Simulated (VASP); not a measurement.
# As in VASP: further runs

The runs below take As through single point, with PBE+D3(BJ).

Everything below comes from runs of VASP 6.6.1. Logs are shortened: lines on timing, memory, paths and dates and some standing lists are left out, and cuts for length are marked.

### Step 1. The cell of the first run

The cell holds a slab with vacuum, 4 atoms: a = 3.572 Å, b = 3.572 Å, c = 20.295 Å, α = 90.00°, β = 90.00°, γ = 120.00°.

### Step 2. Single point, PBE+D3(BJ)

INCAR reads:

```
  PREC = Accurate
  ENCUT = 520
  EDIFF = 1E-7
  ISMEAR = 0
  SIGMA = 0.05
  LREAL = F
  LASPH = T
  NELM = 60
  ALGO = Normal
  ISIF = 2
  LWAVE = F
  LCHARG = F
  LDIPOL = T
  IDIPOL = 3
  DIPOL = 0.5 0.5 0.371
  GGA = PE
  IVDW = 12
  NBANDS = 18
```

KPOINTS reads:

```
regular mesh
0
Gamma
  9 9 1
```

POSCAR reads:

```
As
1.0
    3.5716242768      0.0000000000      0.0000000000
   -1.7858121384      3.0931173565      0.0000000000
    0.0000000000      0.0000000000     20.2951239260
As
4
Direct
    0.3333333333      0.6666666667      0.2217281361
    0.6666666667      0.3333333333      0.2905900937
    0.6666666667      0.3333333333      0.4517125392
    1.0000000000      0.0000000000      0.5205744968
```

Potentials or basis: VASP PAW PBE potentials, release 64 (As).

Launch:

```bash
$ cat potpaw_PBE.64/As/POTCAR > POTCAR
$ mpirun -np 1 vasp_std > vasp.out
```

OUTCAR:

```text
PREC = Accurate
   ENCUT = 520
   EDIFF = 1E-7
   ISMEAR = 0
   LREAL = F
   LASPH = T
   NELM = 60
   ISIF = 2
   GGA = PE
   IVDW = 12
 IVDW          = 12

 ion  position               nearest neighbor table
   1  0.333  0.667  0.222-   2 2.49   2 2.49   2 2.49
   2  0.667  0.333  0.291-   1 2.49   1 2.49   1 2.49
   3  0.667  0.333  0.452-   4 2.49   4 2.49   4 2.49
   4  0.000  0.000  0.521-   3 2.49   3 2.49   3 2.49

  LATTYP: Found a hexagonal cell.
 ALAT       =     3.5716242768
 C/A-ratio  =     5.6823233221

  Lattice vectors:

 A1 = (   3.5716242768,   0.0000000000,   0.0000000000)
 A2 = (  -1.7858121384,   3.0931173565,   0.0000000000)
 A3 = (   0.0000000000,   0.0000000000,  20.2951239260)

Analysis of symmetry for initial positions (statically):
=====================================================================
 Subroutine PRICEL returns:
 Original cell was already a primitive cell.

 Routine SETGRP: Setting up the symmetry group for a
 hexagonal supercell.

 Subroutine GETGRP returns: Found 12 space group operations
 (whereof  6 operations were pure point group operations)
 out of a pool of 24 trial point group operations.

The static configuration has the point symmetry C_3v.
 The point group associated with its full space group is D_3d.

Analysis of symmetry for dynamics (positions and initial velocities):
=====================================================================
 Subroutine PRICEL returns:
 Original cell was already a primitive cell.

 Routine SETGRP: Setting up the symmetry group for a
 hexagonal supercell.

 Subroutine GETGRP returns: Found 12 space group operations
 (whereof  6 operations were pure point group operations)
 out of a pool of 24 trial point group operations.

The dynamic configuration has the point symmetry C_3v.
 The point group associated with its full space group is D_3d.

 Subroutine INISYM returns: Found 12 space group operations
 (whereof  6 operations are pure point group operations),
 and found     1 'primitive' translations

----------------------------------------------------------------------------------------

                                     Primitive cell

  volume of cell :     224.2094

  direct lattice vectors                    reciprocal lattice vectors
     3.571624277  0.000000000  0.000000000     0.279984658  0.161649217  0.000000000
[... 85 lines left out ...]
   POTIM  = 0.5000    time-step for ionic-motion
   TEBEG  =    0.0;   TEEND  =   0.0 temperature during run
   PSTRESS=    0.0 pullay stress
   NELECT =      20.0000    total number of electrons
   NUPDOWN=      -1.0000    fix difference up-down
   EMIN   =  10.00;   EMAX   =-10.00  energy-range for DOS
   EFERMI =   0.00;   METHOD = LEGACY
   ISMEAR =     0;   SIGMA  =   0.05  broadening in eV -4-tet -1-fermi 0-gaus
   EFERMI_NEDOS =   21; number of points for ismear=-14 and -15
   IALGO  =     38    algorithm
   IMIX   =      4    mixing-type and parameters
     AMIX     =   0.40;   BMIX     =  1.00
     AMIX_MAG =   1.60;   BMIX_MAG =  1.00
  volume/ion in A,a.u.               =      56.05       378.26
  Fermi-wavevector in a.u.,A,eV,Ry     =   0.731476  1.382290  7.279898  0.535057
  Thomas-Fermi vector in A             =   1.823703
   LORBIT       =      0    0 simple, 1 ext, 2 COOP (PROOUT), +10 PAW based schemes
   GGA     = PE    functional components
   LHFCALC =     F    Hartree Fock is set to
   AEXX    =    0.0000 exact exchange contribution
   IVDW    =    12    specifies the selected vdW correction
   LEPSILON=     F    determine dielectric tensor
   LRPA    =     F    only Hartree local field effects (RPA)
 non-spin polarized calculation
 Gauss-broadening in eV      SIGMA  =   0.05
  energy-cutoff  :      520.00
  volume of cell :      224.21
 maximum number of plane-waves:      6099
 NGX is ok and might be reduce to    28
   NGX = 13   NGY = 13   NGZ = 75

 dipolmoment           0.000000      0.000000      0.000066 electrons x Angstroem

 number of electron      20.0000000 magnetization

 dipolmoment           0.000000      0.000000     -0.000002 electrons x Angstroem

 Free energy of the ion-electron system (eV)
  ---------------------------------------------------
  ext. energy  EPLUGINS =         0.00000000
  ---------------------------------------------------
  free energy    TOTEN  =       -18.48929282 eV

  energy without entropy =      -18.48929282  energy(sigma->0) =      -18.48929282

 E-fermi :  -0.8188     XC(G=0):  -4.6445

 val. band max:       -1.0826485745   @ k =   0.1111   0.1111   0.0000
 cond. band min:      -0.3453541720   @ k =   0.3333   0.0000   0.0000
 fundamental gap:      0.7372944025
 Fermi energy:        -0.8187819333

 k-point     1 :       0.0000    0.0000    0.0000
  band No.  band energies     occupation
      1     -15.2809      2.00000
      2     -15.1601      2.00000
      3      -9.2754      2.00000
      4      -8.4835      2.00000
      5      -3.0473      2.00000
      6      -1.5888      2.00000
[... 229 lines left out ...]
      5      -6.0614      2.00000
      6      -6.0614      2.00000
[... 10 lines left out ...]
     17       6.5796      0.00000
     18       6.5796      0.00000

------------------------ aborting loop because EDIFF is reached ----------------------------------------

 vacuum level on the upper side and lower side of the slab       (xc-potential included)        -0.100        -0.099

 Edisp (eV)   -1.08915

 E8    (eV) :    -0.4749

  FORCE on cell =-STRESS in cart. coord.  units (eV):
  Direction    XX          YY          ZZ          XY          YZ          ZX
  --------------------------------------------------------------------------------------
  -------------------------------------------------------------------------------------
  Total       0.38896     0.38896     1.51970     0.00000     0.00000    -0.00000
  in kB       2.77946     2.77946    10.85963     0.00000     0.00000    -0.00000
  external pressure =        5.47 kB  Pullay stress =        0.00 kB

 VOLUME and BASIS-vectors are now :
 -----------------------------------------------------------------------------
  energy-cutoff  :      520.00
  volume of cell :      224.21
      direct lattice vectors                 reciprocal lattice vectors
     3.571624277  0.000000000  0.000000000     0.279984658  0.161649217  0.000000000
    -1.785812138  3.093117357  0.000000000     0.000000000  0.323298435  0.000000000
     0.000000000  0.000000000 20.295123926     0.000000000  0.000000000  0.049272919

 POSITION                                       TOTAL-FORCE (eV/Angst)
 -----------------------------------------------------------------------------------
     -0.00000      2.06208      4.50000        -0.000000      0.000000     -0.173850
      1.78581      1.03104      5.89756        -0.000000      0.000000     -0.146820
      1.78581      1.03104      9.16756         0.000000     -0.000000      0.146820
      0.00000      0.00000     10.56512         0.000000     -0.000000      0.173850
 -----------------------------------------------------------------------------------
    total drift:                               -0.000000      0.000000     -0.000041

  FREE ENERGIE OF THE ION-ELECTRON SYSTEM (eV)
  ---------------------------------------------------
  free  energy   TOTEN  =       -19.5784469472 eV

  energy  without entropy=      -19.5784469472  energy(sigma->0) =      -19.57844695

 vacuum level on the upper side and lower side of the slab         3.712         3.714
```

Run time: 35 s. Hardware: 1 thread of Intel Xeon 6975P-C (Granite Rapids), shared host; peak memory 0.33 GiB.

Results:

- Free energy: -19.5784 eV
- Largest force: 0.174 eV/Å
- Band gap on the k mesh: 0.74 eV (least direct gap 1.28 eV)
- Dispersion energy per atom: -0.272 eV

Forces in eV/Å, atoms in the order of the input:
```
As   0.000  0.000 -0.174
As   0.000  0.000 -0.147
As   0.000  0.000  0.147
As   0.000  0.000  0.174
```

### Step 3. Single point, PBE+D3(BJ) (layers slid over each other)

INCAR reads:

```
ALGO     = Normal         # electronic algorithm
DIPOL    = 0.5 0.5 0.371
EDIFF    = 1E-7           # SCF threshold, eV
ENCUT    = 520            # plane-wave cutoff, eV
GGA      = PE             # functional
IDIPOL   = 3            
ISIF     = 2              # what is computed and relaxed
ISMEAR   = 0              # smearing method
IVDW     = 12             # dispersion correction
LASPH    = True           # aspherical terms in the spheres
LCHARG   = False          # write CHGCAR
LDIPOL   = True         
LREAL    = False          # projectors in reciprocal space
LWAVE    = False          # write WAVECAR
NBANDS   = 18             # bands
NELM     = 100            # most SCF steps
PREC     = Accurate       # precision mode
SIGMA    = 0.05           # smearing width, eV
```

KPOINTS reads:

```
k-points
0
Gamma
  9 9 1
```

POSCAR: that of step 2 with these lines changed.

```diff
@@ -10,3 +10,3 @@
     0.6666666667      0.3333333333      0.2905900937
-    0.6666666667      0.3333333333      0.4517125392
-    1.0000000000      0.0000000000      0.5205744968
+    1.0000000000      1.0000000000      0.4517125392
+    1.3333333333      0.6666666667      0.5205744968
```

Potentials or basis: VASP PAW PBE potentials, release 64 (As).

Launch:

```bash
$ cat potpaw_PBE.64/As/POTCAR > POTCAR
$ mpirun -np 1 vasp_std > vasp.out
```

OUTCAR:

```text
EDIFF = 1E-7
   ENCUT = 520
   GGA = PE
   ISIF = 2
   ISMEAR = 0
   IVDW = 12
   LASPH = True
   LREAL = False
   NELM = 100
   PREC = Accurate
 IVDW          = 12

 ion  position               nearest neighbor table
   1  0.333  0.667  0.222-   2 2.49   2 2.49   2 2.49
   2  0.667  0.333  0.291-   1 2.49   1 2.49   1 2.49
   3  0.000  0.000  0.452-   4 2.49   4 2.49   4 2.49
   4  0.333  0.667  0.521-   3 2.49   3 2.49   3 2.49

  LATTYP: Found a hexagonal cell.
 ALAT       =     3.5716242768
 C/A-ratio  =     5.6823233221

  Lattice vectors:

 A1 = (   3.5716242768,   0.0000000000,   0.0000000000)
 A2 = (  -1.7858121384,   3.0931173565,   0.0000000000)
 A3 = (   0.0000000000,   0.0000000000,  20.2951239260)

Analysis of symmetry for initial positions (statically):
=====================================================================
 Subroutine PRICEL returns:
 Original cell was already a primitive cell.

 Routine SETGRP: Setting up the symmetry group for a
 hexagonal supercell.

 Subroutine GETGRP returns: Found 12 space group operations
 (whereof  6 operations were pure point group operations)
[... 167 lines left out ...]
 Fermi energy:        -1.0589379964

 k-point     1 :       0.0000    0.0000    0.0000
  band No.  band energies     occupation
      1     -15.2641      2.00000
      2     -15.1651      2.00000
      3      -9.1684      2.00000
      4      -8.5244      2.00000
      5      -2.9011      2.00000
      6      -1.5459      2.00000
[... 229 lines left out ...]
      5      -6.0685      2.00000
      6      -6.0685      2.00000
[... 10 lines left out ...]
     17       6.9387      0.00000
     18       6.9387      0.00000

------------------------ aborting loop because EDIFF is reached ----------------------------------------

 vacuum level on the upper side and lower side of the slab       (xc-potential included)        -0.091        -0.089

 Edisp (eV)   -1.09276

 E8    (eV) :    -0.4775

  FORCE on cell =-STRESS in cart. coord.  units (eV):
  Direction    XX          YY          ZZ          XY          YZ          ZX
  --------------------------------------------------------------------------------------
  -------------------------------------------------------------------------------------
  Total       0.40819     0.40819    -0.13467     0.00000     0.00000     0.00000
  in kB       2.91686     2.91686    -0.96232     0.00000     0.00000     0.00000
  external pressure =        1.62 kB  Pullay stress =        0.00 kB

 VOLUME and BASIS-vectors are now :
 -----------------------------------------------------------------------------
  energy-cutoff  :      520.00
  volume of cell :      224.21
      direct lattice vectors                 reciprocal lattice vectors
     3.571624277  0.000000000  0.000000000     0.279984658  0.161649217  0.000000000
    -1.785812138  3.093117357  0.000000000     0.000000000  0.323298435  0.000000000
     0.000000000  0.000000000 20.295123926     0.000000000  0.000000000  0.049272919

 POSITION                                       TOTAL-FORCE (eV/Angst)
 -----------------------------------------------------------------------------------
     -0.00000      2.06208      4.50000        -0.000000      0.000000     -0.034285
      1.78581      1.03104      5.89756         0.000000     -0.000000      0.100074
      0.00000      0.00000      9.16756        -0.000000      0.000000     -0.100074
     -0.00000      2.06208     10.56512         0.000000     -0.000000      0.034285
 -----------------------------------------------------------------------------------
    total drift:                                0.000000     -0.000000     -0.000029

  FREE ENERGIE OF THE ION-ELECTRON SYSTEM (eV)
  ---------------------------------------------------
  free  energy   TOTEN  =       -19.7145400833 eV

  energy  without entropy=      -19.7145400833  energy(sigma->0) =      -19.71454008

 vacuum level on the upper side and lower side of the slab         3.704         3.707
```

OSZICAR:

```text
N       E                     dE             d eps       ncg     rms          rms(c)
DAV:   1     0.111348432535E+03    0.11135E+03   -0.66149E+03   432   0.817E+02
DAV:   2    -0.690634894184E+01   -0.11825E+03   -0.11314E+03   594   0.140E+02
DAV:   3    -0.184962748937E+02   -0.11590E+02   -0.11518E+02   610   0.503E+01
[... 12 lines left out ...]
DAV:  16    -0.186217717955E+02   -0.16291E-04   -0.52187E-07   466   0.220E-03    0.277E-04
DAV:  17    -0.186217744271E+02   -0.26317E-05   -0.66017E-08   470   0.918E-04    0.216E-04
DAV:  18    -0.186217751760E+02   -0.74886E-06   -0.20731E-08   410   0.501E-04    0.108E-04
DAV:  19    -0.186217753034E+02   -0.12739E-06   -0.33337E-09   392   0.208E-04    0.508E-05
DAV:  20    -0.186217753257E+02   -0.22256E-07   -0.64388E-10   342   0.106E-04
   1 F= -.19714540E+02 E0= -.19714540E+02  d E =-.303192E-11
```

Wall time 36 s (1 thread of Intel Xeon 6975P-C (Granite Rapids), shared host); peak memory 0.33 GiB.

Results:

| Property | Result |
| --- | --- |
| Free energy | -19.7145 eV |
| Largest force | 0.100 eV/Å |
| Band gap on the k mesh | 0.98 eV (least direct gap 1.76 eV) |
| Dispersion energy per atom | -0.273 eV |

Forces on the atoms (eV/Å):
```
As   0.000  0.000 -0.034
As   0.000  0.000  0.100
As   0.000  0.000 -0.100
As   0.000  0.000  0.034
```

Levels at points of the mesh, in eV from the valence-band top:
```tsv
k point	band 6	band 7	band 8	band 9	band 10	band 11	band 12	band 13	band 14	band 15
(0.00, 0.00, 0.00)	-0.26	-0.26	-0.24	-0.24	-0.11	1.66	2.27	3.18	3.18	3.35
```

Caveat: the cell differs from its parent crystal (layers slid over each other).

### Step 4. Single point, PBE+D3(BJ) (layers slid over each other)

INCAR reads:

```
ALGO = Normal
DIPOL = 0.5 0.5 0.371
EDIFF = 1E-6
ENCUT = 520
GGA = PE
IDIPOL = 3
ISIF = 2
ISMEAR = 0
IVDW = 12
LASPH = True
LCHARG = False
LDIPOL = True
LREAL = False
LWAVE = False
NBANDS = 18
NELM = 80
PREC = Accurate
SIGMA = 0.05
```

KPOINTS is that of step 3.

POSCAR: that of step 3 with these lines changed.

```diff
@@ -10,3 +10,3 @@
     0.6666666667      0.3333333333      0.2905900937
-    1.0000000000      1.0000000000      0.4517125392
-    1.3333333333      0.6666666667      0.5205744968
+    1.3333333333      0.6666666667      0.4517125392
+    1.6666666667      0.3333333333      0.5205744968
```

Launch:

```bash
$ cat potpaw_PBE.64/As/POTCAR > POTCAR
$ mpirun -np 1 vasp_std > vasp.out
```

It took 35 s on 1 thread of Intel Xeon 6975P-C (Granite Rapids), shared host; peak memory 0.33 GiB.

It converged, with:

```yaml
Free_energy: -19.7325 eV
Largest_force: 0.146 eV/Å
Band_gap_on_the_k_mesh: 0.98 eV (least direct gap 1.69 eV)
Dispersion_energy_per_atom: -0.273 eV
```

Forces on the atoms (eV/Å):
```
As   0.000  0.000 -0.065
As   0.000  0.000  0.146
As   0.000  0.000 -0.146
As   0.000  0.000  0.065
```

Levels at points of the mesh, in eV from the valence-band top:
```csv
k point,band 6,band 7,band 8,band 9,band 10,band 11,band 12,band 13,band 14,band 15
"(0.00, 0.00, 0.00)",-0.28,-0.28,-0.21,-0.21,-0.12,1.67,2.29,3.26,3.26,3.28
```

Caveat: the cell differs from its parent crystal (layers slid over each other).

### Step 5. Summary

```csv
cell,gap on the mesh (eV),largest force (eV/Å)
"as given, atomic positions A",0.74,0.17
"as given, atomic positions B",0.98,0.10
"as given, atomic positions C",0.98,0.15
```

Alike in all rows: task single point; level PBE+D3(BJ); potentials or basis VASP PAW PBE potentials, release 64 (As); no spin polarisation; k mesh 9 × 9 × 1; cutoff (eV) 520; smearing gaussian 0.05 eV.

Total energies depend on the potentials used, so only differences within one code and one set of settings carry meaning.
